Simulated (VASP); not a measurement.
Here is a VASP 6.6.1 calculation.

Contents of INCAR:

```
ALGO = Normal
EDIFF = 1E-6
ENCUT = 520
GGA = PE
ISIF = 2
ISMEAR = 0
LASPH = T
LCHARG = T
LELF = T
LREAL = F
LVHAR = T
LWAVE = F
NBANDS = 60
NELM = 100
PREC = Accurate
SIGMA = 0.2
```

The input KPOINTS:

```
k-points
0
Gamma
  4 4 4
```

POSCAR

```
Zn2Sn5N
1.0
   -2.8459645458      2.8459645458      5.8377842142
    2.8459645458     -2.8459645458      5.8377842142
    2.8459645458      2.8459645458     -5.8377842142
Zn Sn N
2 5 1
Direct
    0.5000000000      0.0000000000      0.5000000000
    0.0000000000      0.5000000000      0.5000000000
    0.1739355450      0.1739355450      0.0000000000
    0.8260644550      0.8260644550      0.0000000000
    0.7500000000      0.2500000000      0.5000000000
    0.2500000000      0.7500000000      0.5000000000
    0.5000000000      0.5000000000      0.0000000000
    0.0000000000      0.0000000000      0.0000000000
```

Potentials or basis: VASP PAW PBE potentials, release 64 (Zn, Sn_d, N).

Command:

```console
$ cat potpaw_PBE.64/Zn/POTCAR potpaw_PBE.64/Sn_d/POTCAR potpaw_PBE.64/N/POTCAR > POTCAR
$ mpirun -np 1 vasp_std > vasp.out
```

Task: What does it give for the pressure?

Result: 0.5 GPa.

Task: Predict the largest force.

Result: 0.025 eV/Å.

Forces in eV/Å, atoms in the order of the input:
```
Zn   0.000  0.000  0.000
Zn   0.000  0.000  0.000
Sn   0.000  0.000 -0.025
Sn   0.000  0.000  0.025
Sn   0.000  0.000  0.000
Sn   0.000  0.000  0.000
Sn   0.000  0.000  0.000
N    0.000  0.000  0.000
```

Caveat: the k points lie up to 0.39 Å⁻¹ apart.
